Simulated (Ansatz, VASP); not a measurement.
**One calculation of Be4ZnSe, two programs**

The input INCAR:

```
PREC = Accurate
ENCUT = 600
EDIFF = 1E-7
ISMEAR = 0
SIGMA = 0.2
LREAL = False
LASPH = True
NELM = 120
ALGO = Normal
ISIF = 3
LWAVE = False
LCHARG = False
GGA = PE
IBRION = 2
NSW = 36
EDIFFG = -0.08
GGA_COMPAT = False
NELMIN = 4
```

The input KPOINTS:

```
Automatic mesh
0
Gamma
  4 4 4
```

POSCAR

```
Be4ZnSe
1.0
    4.2524793000      0.0000000000      0.0000000000
   -2.1262396500      3.6827551100      0.0000000000
    0.0000000000      0.0000000000      4.4368331800
Be Zn Se
4 1 1
Direct
    0.6666666700      0.3333333300      0.0000000000
    0.0000000000      0.0000000000      0.0000000000
    0.3333333300      0.6666666700      0.5000000000
    0.3333333300      0.6666666700      0.0000000000
    0.0000000000      0.0000000000      0.5000000000
    0.6666666700      0.3333333300      0.5000000000
```

Input for Ansatz:

```yaml
crystal:
  lattice:
    - [4.2524793, 0.0, 0.0]
    - [-2.12623965, 3.68275511, 0.0]
    - [0.0, 0.0, 4.43683318]
  atoms:
    - { symbol: Be, position: [0.66666667, 0.33333333, 0.0] }
    - { symbol: Be, position: [0.0, 0.0, 0.0] }
    - { symbol: Be, position: [0.33333333, 0.66666667, 0.5] }
    - { symbol: Be, position: [0.33333333, 0.66666667, 0.0] }
    - { symbol: Zn, position: [0.0, 0.0, 0.5] }
    - { symbol: Se, position: [0.66666667, 0.33333333, 0.5] }
basis:
  ecutwfc: 420
kpoints:
  mp_grid: { grid: [4, 4, 4] }
hamiltonian:
  xc: pbe
scf:
  occupations: { method: gaussian, width: 0.2 }
  lower_state_search: "off"
output:
  forces: true
  stress: true
  eigenvalues: true
relax:
  adjacent_minimum: "off"
  f_tol: 0.08
  max_steps: 16
  cell: { stress_tol: 0.8 }
```

Alike in both runs: task relaxation of cell and atoms; functional PBE; k mesh 4 × 4 × 4; occupations gaussian, width 0.2 eV; no spin polarisation.

|  | VASP | Ansatz |
| --- | --- | --- |
| version | VASP 6.6.1 | Ansatz 0.2.0 |
| potentials or method | VASP PAW PBE potentials, release 64 (Be, Zn, Se), cutoff 600 eV | scalar-relativistic, plane waves, PAW |
| valence electrons in the cell | 26 | 36 |

|  | VASP | Ansatz | Ansatz less VASP |
| --- | --- | --- | --- |
| gap on the k mesh at the Fermi level, each at its own relaxed structure (eV) | none | none | - |
| relaxed volume (Å³/atom) | 13.85 | 13.78 | -0.072 |
| relaxed length of the cell vector where the two differ most in proportion (Å) | 5.534 | 5.512 | -0.0220 |

A gap of «none» marks a metal or a gap that the smearing closes. VASP's potentials hold 26 valence electrons a cell and Ansatz's 36, so a difference there can come from the potentials and not from the codes.

The k mesh is coarse, so the values compare programs but aren't converged. Noted on VASP's run: the volume moved by over 15 % at a fixed basis, so the end points are rough.
